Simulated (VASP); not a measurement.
Runs of VASP 6.6.1 on CdSe. The structure is that of space group F-43m (No. 216), or close to it. The cells are those of the table. 

```tsv
cell	gap on the mesh (eV)	pressure (GPa)
a = 4.378 Å, angles 60.0°, 2 atoms	0.25	-3.9
a = 4.482 Å, angles 60.0°, 2 atoms	0.10	-6.1
a = 4.448 Å, angles 60.0°, 2 atoms	0.15	-5.5
a = 4.342 Å, angles 60.0°, 2 atoms	0.30	(b)
a = 4.231 Å, angles 60.0°, 2 atoms	(c)	1.3
a = 4.192 Å, angles 60.0°, 2 atoms	0.51	3.2
a = 4.268 Å, angles 60.0°, 2 atoms	0.40	-0.3
a = 4.413 Å, angles 60.0°, 2 atoms	(a)	(d)
```

Alike in all rows: task single point; level LDA; potentials or basis VASP PAW LDA potentials, release 64 (Cd, Se); no spin polarisation; k mesh 5 × 5 × 5; cutoff (eV) 500; smearing gaussian 0.01 eV.

Task: Fill in the values left out.

Result: (a) 0.20; (b) -2.9; (c) 0.46; (d) -4.7.

A k mesh can miss the band edges, and the runs leave out spin-orbit coupling on Cd, Se.
